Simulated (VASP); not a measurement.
ScAl4:

```
Sc Al
1.0
     5.26684    0.00000    0.00000
     0.00000    5.26684    0.00000
     0.00000    0.00000    5.26684
Sc Al
1 4
Direct
  0.50000 0.50000 0.50000
  0.00000 0.00000 0.00000
  0.00000 0.50000 0.50000
  0.50000 0.00000 0.50000
  0.50000 0.50000 0.00000
```

| Property | Result |
| --- | --- |
| Program | VASP 6.6.1 |
| Task | relaxation of cell and atoms |
| Functional | PBE |
| Potentials or basis | VASP PAW PBE potentials, release 64 (Sc_sv, Al) |
| Cutoff | 600 eV |
| k mesh | 8 × 8 × 8 |
| Occupations | gaussian, width 0.1 eV |
| Spin | no spin polarisation |
| Hubbard terms | Sc d U = 8.0 eV |

At the start: pressure 3.8 GPa; volume 29.22 Å³/atom.

Problem. Where does the relaxation end?

Solution. Over 4 steps the energy falls by 44.1 meV/atom and the volume is 33.30 Å³/atom (+14.0 %); space group Pm-3m (No. 221, to 0.1 Å) before and after.

Step by step:
```csv
step,energy change (eV),largest force (eV/Å),pressure (GPa),volume (Å³)
1,0.0000,0.0000,3.83,146.10
2,-0.2087,0.0000,0.77,161.36
3,-0.2205,0.0000,-0.07,167.02
4,-0.2206,0.0000,0.00,166.49
```

Final structure:
```yaml
crystal:
  lattice:
    - [5.50130, 0.00000, 0.00000]
    - [0.00000, 5.50130, 0.00000]
    - [0.00000, 0.00000, 5.50130]
  atoms:
    - { symbol: Sc, position: [0.50000, 0.50000, 0.50000] }
    - { symbol: Al, position: [0.00000, 0.00000, 0.00000] }
    - { symbol: Al, position: [0.00000, 0.50000, 0.50000] }
    - { symbol: Al, position: [0.50000, 0.00000, 0.50000] }
    - { symbol: Al, position: [0.50000, 0.50000, 0.00000] }
```

Caveat: U without spin polarisation on a metal has little footing; the U is typed as a test and isn't derived for this compound.
